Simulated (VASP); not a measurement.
# Al (P6_3/mmc) in VASP: further runs

The runs below take Al through relaxation of cell and atoms, single point, with r2SCAN.

Everything below comes from runs of VASP 6.6.1. Logs are shortened: lines on timing, memory, paths and dates and some standing lists are left out, and cuts for length are marked.

**1. The cell of the first run**

It takes space group P6_3/mmc (No. 194, hexagonal). The conventional cell has a = 2.863 Å, b = 2.863 Å, c = 4.676 Å, α = 90.00°, β = 90.00°, γ = 120.00°. Al (site symmetry -6m2) has 12 Al at 2.86 Å within 3.8 Å.

This isn't the form of Al at room conditions, which is fcc.

**2. Relaxation of cell and atoms, r2SCAN**

Contents of POSCAR:

```
Al
1.0
    2.8634814820      0.0000000000      0.0000000000
   -1.4317407410      2.4798477067      0.0000000000
    0.0000000000      0.0000000000      4.6760652602
Al
2
Direct
    0.3333333333      0.6666666667      0.2500000000
    0.6666666667      0.3333333333      0.7500000000
```

Contents of INCAR.step1:

```
ALGO     = Normal         # electronic algorithm
EDIFF    = 1E-4           # SCF threshold, eV
ENCUT    = 600            # plane-wave cutoff, eV
GGA      = PE             # functional
ISMEAR   = -1             # smearing method
LASPH    = T              # aspherical terms in the spheres
LCHARG   = F              # write CHGCAR
LREAL    = F              # projectors in reciprocal space
LWAVE    = T              # write WAVECAR
NELM     = 100            # most SCF steps
PREC     = Accurate       # precision mode
SIGMA    = 0.1            # smearing width, eV
```

Contents of INCAR.step2:

```
ALGO     = Normal         # electronic algorithm
EDIFF    = 1E-7           # SCF threshold, eV
EDIFFG   = -0.01          # ionic threshold
ENCUT    = 600            # plane-wave cutoff, eV
IBRION   = 2              # ionic algorithm
ISIF     = 3              # what is computed and relaxed
ISMEAR   = -1             # smearing method
ISTART   = 1            
LASPH    = T              # aspherical terms in the spheres
LCHARG   = F              # write CHGCAR
LMIXTAU  = T            
LREAL    = F              # projectors in reciprocal space
LWAVE    = F              # write WAVECAR
METAGGA  = R2SCAN         # meta-GGA
NELM     = 100            # most SCF steps
NSW      = 80             # ionic steps
PREC     = Accurate       # precision mode
SIGMA    = 0.1            # smearing width, eV
```

Contents of KPOINTS:

```
k-points
0
Gamma
  13 13 7
```

Potentials or basis: VASP PAW PBE potentials, release 64 (Al).

Command:

```bash
$ cat potpaw_PBE.64/Al/POTCAR > POTCAR
$ cp INCAR.step1 INCAR
$ mpirun -np 1 vasp_std > vasp.out
$ cp INCAR.step2 INCAR
$ mpirun -np 1 vasp_std > vasp.out
```

OUTCAR:

```text
EDIFF = 1E-7
   EDIFFG = -0.01
   ENCUT = 600
   IBRION = 2
   ISIF = 3
   ISMEAR = -1
   ISTART = 1
   LASPH = T
   LREAL = F
   METAGGA = R2SCAN
   NELM = 100
   NSW = 80
   PREC = Accurate

 ion  position               nearest neighbor table
   1  0.333  0.667  0.250-   2 2.86   2 2.86   2 2.86   2 2.86   2 2.86   2 2.86
   2  0.667  0.333  0.750-   1 2.86   1 2.86   1 2.86   1 2.86   1 2.86   1 2.86

  LATTYP: Found a hexagonal cell.
 ALAT       =     2.8634814820
 C/A-ratio  =     1.6330000000

  Lattice vectors:

 A1 = (   2.8634814820,   0.0000000000,   0.0000000000)
 A2 = (  -1.4317407410,   2.4798477067,   0.0000000000)
 A3 = (   0.0000000000,   0.0000000000,   4.6760652602)

Analysis of symmetry for initial positions (statically):
=====================================================================
 Subroutine PRICEL returns:
 Original cell was already a primitive cell.

 Routine SETGRP: Setting up the symmetry group for a
 hexagonal supercell.

 Subroutine GETGRP returns: Found 24 space group operations
 (whereof 12 operations were pure point group operations)
 out of a pool of 24 trial point group operations.

The static configuration has the point symmetry D_3d.
 The point group associated with its full space group is D_6h.

Analysis of symmetry for dynamics (positions and initial velocities):
=====================================================================
 Subroutine PRICEL returns:
 Original cell was already a primitive cell.

 Routine SETGRP: Setting up the symmetry group for a
 hexagonal supercell.

 Subroutine GETGRP returns: Found 24 space group operations
 (whereof 12 operations were pure point group operations)
 out of a pool of 24 trial point group operations.

The dynamic configuration has the point symmetry D_3d.
 The point group associated with its full space group is D_6h.

 Subroutine INISYM returns: Found 24 space group operations
 (whereof 12 operations are pure point group operations),
 and found     1 'primitive' translations

----------------------------------------------------------------------------------------

                                     Primitive cell

  volume of cell :      33.2047

  direct lattice vectors                    reciprocal lattice vectors
     2.863481482  0.000000000  0.000000000     0.349225237  0.201625285  0.000000000
    -1.431740741  2.479847707  0.000000000     0.000000000  0.403250569  0.000000000
     0.000000000  0.000000000  4.676065260     0.000000000  0.000000000  0.213855014
[... 93 lines left out ...]
   TEBEG  =    0.0;   TEEND  =   0.0 temperature during run
   PSTRESS=    0.0 pullay stress
   NELECT =       6.0000    total number of electrons
   NUPDOWN=      -1.0000    fix difference up-down
   EMIN   =  10.00;   EMAX   =-10.00  energy-range for DOS
   EFERMI =   0.00;   METHOD = LEGACY
   ISMEAR =    -1;   SIGMA  =   0.10  broadening in eV -4-tet -1-fermi 0-gaus
   EFERMI_NEDOS =   21; number of points for ismear=-14 and -15
   IALGO  =     38    algorithm
   IMIX   =      4    mixing-type and parameters
     AMIX     =   0.40;   BMIX     =  1.00
     AMIX_MAG =   1.60;   BMIX_MAG =  1.00
  volume/ion in A,a.u.               =      16.60       112.04
  Fermi-wavevector in a.u.,A,eV,Ry     =   0.925533  1.749004 11.654906  0.856611
  Thomas-Fermi vector in A             =   2.051398
   LORBIT       =      0    0 simple, 1 ext, 2 COOP (PROOUT), +10 PAW based schemes
   METAGGA = R2SCAN    functional components
   LHFCALC =     F    Hartree Fock is set to
   AEXX    =    0.0000 exact exchange contribution
   IVDW    =     0    specifies the selected vdW correction
   LEPSILON=     F    determine dielectric tensor
   LRPA    =     F    only Hartree local field effects (RPA)
 conjugate gradient relaxation of ions
 non-spin polarized calculation
  energy-cutoff  :      600.00
  volume of cell :       33.20
 maximum number of plane-waves:      1119
 NGX is ok and might be reduce to    24
   NGX = 11   NGY = 11   NGZ = 19

--------------------------------------- Ionic step        1  -------------------------------------------

 number of electron       6.0000000 magnetization

 Free energy of the ion-electron system (eV)
  ---------------------------------------------------
  ext. energy  EPLUGINS =         0.00000000
  ---------------------------------------------------
  free energy    TOTEN  =       -13.40201460 eV

  energy without entropy =      -13.37985281  energy(sigma->0) =      -13.39093371

------------------------ aborting loop because EDIFF is reached ----------------------------------------

  FORCE on cell =-STRESS in cart. coord.  units (eV):
  Direction    XX          YY          ZZ          XY          YZ          ZX
  --------------------------------------------------------------------------------------
  -------------------------------------------------------------------------------------
  Total       -0.6472240     -0.6472240     -0.7557117      0.0000000     -0.0000000      0.0000000
  in kB      -31.2295145    -31.2295145    -36.4642051      0.0000000     -0.0000000      0.0000000
  external PRESSURE =     -32.9744114 kB  Pullay stress =       0.0000000 kB
[... 167 lines left out ...]
--------------------------------------- Ionic step        6  -------------------------------------------

 number of electron       6.0000000 magnetization

 Free energy of the ion-electron system (eV)
  ---------------------------------------------------
  ext. energy  EPLUGINS =         0.00000000
  ---------------------------------------------------
  free energy    TOTEN  =       -13.41668436 eV

  energy without entropy =      -13.39541326  energy(sigma->0) =      -13.40604881

 E-fermi :   8.3890     XC(G=0): -11.0398

 val. band max:        8.2598945353   @ k =   0.0000   0.0000   0.2857
 cond. band min:       8.3972257481   @ k =   0.0769   0.0000   0.2857
 fundamental gap:      0.1373312128
 Fermi energy:         8.3890437503

 k-point     1 :       0.0000    0.0000    0.0000
  band No.  band energies     occupation
      1      -3.7152      2.00000
      2       3.3069      2.00000
      3       3.9491      2.00000
      4      19.7813      0.00000
      5      19.7813      0.00000
      6      20.0495      0.00000
      7      20.0495      0.00000
[... 221 lines left out ...]
 k-point    24 :       0.1538    0.0000    0.1429
  band No.  band energies     occupation
      1      -2.9472      2.00000
      2       2.2786      2.00000
      3       6.3999      2.00000
      4      14.2578      0.00000
      5      17.1596      0.00000
      6      18.1806      0.00000
      7      19.3188      0.00000

 [... further k-points ...]
[... 5 lines left out ...]
  --------------------------------------------------------------------------------------
  -------------------------------------------------------------------------------------
  Total       -0.0054408     -0.0054408      0.0040107      0.0000000      0.0000000      0.0000000
  in kB       -0.2732254     -0.2732254      0.2014079      0.0000000      0.0000000      0.0000000
  external PRESSURE =      -0.1150143 kB  Pullay stress =       0.0000000 kB
[... 17 lines left out ...]
  FREE ENERGIE OF THE ION-ELECTRON SYSTEM (eV)
  ---------------------------------------------------
  free  energy   TOTEN  =       -13.4166843575 eV

  energy  without entropy=      -13.3954132615  energy(sigma->0) =      -13.40604881

 reached required accuracy - stopping structural energy minimisation
```

OUTCAR.step1:

```text
EDIFF = 1E-4
   ENCUT = 600
   GGA = PE
   ISMEAR = -1
   LASPH = T
   LREAL = F
[... 462 lines left out ...]
 -----------------------------------------------------------------------------------
     -0.00000      1.65323      1.16902         0.000000      0.000000      0.000000
      1.43174      0.82662      3.50705        -0.000000     -0.000000      0.000000
 -----------------------------------------------------------------------------------
    total drift:                               -0.000000      0.000000     -0.000000

  FREE ENERGIE OF THE ION-ELECTRON SYSTEM (eV)
  ---------------------------------------------------
  free  energy   TOTEN  =        -7.4434065271 eV

  energy  without entropy=       -7.4188886114  energy(sigma->0) =       -7.43114757
```

OSZICAR.step1:

```text
N       E                     dE             d eps       ncg     rms          rms(c)
DAV:   1     0.811190163613E+00    0.81119E+00   -0.25783E+03  1176   0.759E+02
DAV:   2    -0.736871558946E+01   -0.81799E+01   -0.77903E+01  1589   0.540E+01
DAV:   3    -0.749150356183E+01   -0.12279E+00   -0.11388E+00  1694   0.718E+00
DAV:   4    -0.749197451279E+01   -0.47095E-03   -0.47076E-03  1736   0.412E-01
DAV:   5    -0.749197610991E+01   -0.15971E-05   -0.15979E-05  1687   0.190E-02    0.180E+00
DAV:   6    -0.746361359021E+01    0.28363E-01   -0.35087E-03  1491   0.456E-01    0.104E+00
DAV:   7    -0.744349055260E+01    0.20123E-01   -0.10069E-02  1442   0.718E-01    0.175E-01
DAV:   8    -0.744340652714E+01    0.84025E-04   -0.72223E-05  1666   0.714E-02
   1 F= -.74434065E+01 E0= -.74311476E+01  d E =-.245179E-01
```

Run time: 4.9 min. Hardware: 1 thread of Intel Xeon 8259CL, shared host; peak memory 0.17 GiB.

Results:

- Free energy: -13.4167 eV
- Relaxed volume: 15.95 Å³/atom
- Relaxed cell: a = 2.837 Å, b = 2.837 Å, c = 4.577 Å, α = 90.00°, β = 90.00°, γ = 120.00°
- Space group after relaxing (to 0.1 Å): P6_3/mmc (No. 194)
- Energy gained by relaxing: 7.3 meV/atom
- Ionic steps: 6
- Pressure after relaxing: 0.0 GPa
- Band gap on the k mesh: zero (bands 3 and 4 overlap by 6.66 eV)

The path:
| step | energy change (eV) | largest force (eV/Å) | pressure (GPa) | volume (Å³) |
| --- | --- | --- | --- | --- |
| 1 | 0.0000 | 0.0000 | -3.30 | 33.20 |
| 2 | -0.0136 | 0.0000 | 0.89 | 31.59 |
| 3 | -0.0143 | 0.0000 | 0.05 | 31.88 |
| 4 | -0.0143 | 0.0000 | -0.03 | 31.91 |
| 5 | -0.0145 | 0.0000 | -0.03 | 31.91 |
| 6 | -0.0147 | 0.0000 | -0.01 | 31.90 |

Final structure:
```cif
data_structure
_symmetry_space_group_name_H-M 'P 1'
_symmetry_Int_Tables_number 1
_cell_length_a 2.8371
_cell_length_b 2.8371
_cell_length_c 4.5769
_cell_angle_alpha 90.000
_cell_angle_beta 90.000
_cell_angle_gamma 120.000
_cell_volume 31.90
loop_
_atom_site_label
_atom_site_type_symbol
_atom_site_fract_x
_atom_site_fract_y
_atom_site_fract_z
_atom_site_occupancy
Al1 Al 0.33333 0.66667 0.25000 1
Al2 Al 0.66667 0.33333 0.75000 1
```

Caveat: the PAW data sets were made with another functional, which shifts forces and pressure a little.

**3. Single point, r2SCAN, non-collinear spin, zero start, spin-orbit coupling**

This run uses another cell than the first one, of 16.01 Å³/atom.

Contents of POSCAR:

```
Al
1.0
    2.8397085839      0.0000000000      0.0000000000
   -1.4198542919      2.4592597730      0.0000000000
    0.0000000000      0.0000000000      4.5841382694
Al
2
Direct
    0.3333333333      0.6666666667      0.2500000000
    0.6666666667      0.3333333333      0.7500000000
```

Contents of INCAR.step1:

```
SYSTEM = Al
PREC = Accurate
ENCUT = 520
ISMEAR = -1
SIGMA = 0.1
LREAL = .FALSE.
LASPH = .TRUE.
NELM = 150
MAGMOM = 0 0 0 0 0 0
LSORBIT = .TRUE.
GGA_COMPAT = .FALSE.
NBANDS = 18
GGA = PE
ALGO = Normal
EDIFF = 1E-4
LWAVE = .TRUE.
LCHARG = .FALSE.
```

Contents of INCAR.step2:

```
SYSTEM = Al
PREC = Accurate
ENCUT = 520
EDIFF = 1E-6
ISMEAR = -1
SIGMA = 0.1
LREAL = .FALSE.
LASPH = .TRUE.
NELM = 150
ALGO = Normal
ISIF = 2
LWAVE = .FALSE.
LCHARG = .TRUE.
MAGMOM = 0 0 0 0 0 0
LORBIT = 11
LSORBIT = .TRUE.
GGA_COMPAT = .FALSE.
LORBMOM = .TRUE.
METAGGA = R2SCAN
LMIXTAU = .TRUE.
LVHAR = .TRUE.
NBANDS = 18
ISTART = 1
```

Contents of KPOINTS:

```
regular mesh
0
G
  13 13 7
  0 0 0
```

Potentials or basis: VASP PAW PBE potentials, release 64 (Al).

Command:

```bash
$ cat potpaw_PBE.64/Al/POTCAR > POTCAR
$ cp INCAR.step1 INCAR
$ mpirun -np 1 vasp_ncl > vasp.out
$ cp INCAR.step2 INCAR
$ mpirun -np 1 vasp_ncl > vasp.out
```

Wall time 12 min (1 thread of Intel Xeon 8259CL, shared host); peak memory 0.3 GiB.

Results (log left out):

* Free energy: -13.4168 eV
* Pressure: -0.3 GPa
* Net moment: 0.00 μB per cell
* Valence electrons inside the program's atomic spheres: Al 0.78

Moments on the atoms (μB; x, y, z):
```
Al  0.00 0.00 0.00
Al  0.00 0.00 0.00
```

Caveat: the PAW data sets were made with another functional, which shifts forces and pressure a little.
